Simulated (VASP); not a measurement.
Here is a VASP 6.6.1 calculation.

File INCAR:

```
SYSTEM = CsH
ALGO = Normal
EDIFF = 1E-6
ENCUT = 520
GGA = PS
ISIF = 2
ISMEAR = 0
LASPH = .TRUE.
LCHARG = .FALSE.
LREAL = .FALSE.
LWAVE = .FALSE.
NBANDS = 12
NELM = 60
PREC = Accurate
SIGMA = 0.02
```

Contents of KPOINTS:

```
k-points
0
G
  6 6 6
  0 0 0
```

File POSCAR:

```
CsH
1.0
    0.0000000000      2.8377876089      2.8377876089
    2.8377876089      0.0000000000      2.8377876089
    2.8377876089      2.8377876089      0.0000000000
Cs H
1 1
Direct
    0.0000000000      0.0000000000      0.0000000000
    0.5000000000      0.5000000000      0.5000000000
```

Potentials or basis: VASP PAW PBE potentials, release 64 (Cs_sv, H).

Launch:

```bash
$ cat potpaw_PBE.64/Cs_sv/POTCAR potpaw_PBE.64/H/POTCAR > POTCAR
$ mpirun -np 1 vasp_std > vasp.out
```

Task: What does it give for the pressure?

Result: 5.2 GPa.

Task: What does it give for the band gap on the k mesh?

Result: 1.42 eV.

Caveat: the cell stands under pressure; the PAW data sets were made with another functional, which shifts forces and pressure a little; spin-orbit coupling is left out, which moves the levels of the heavy elements. A k mesh can miss the band edges.
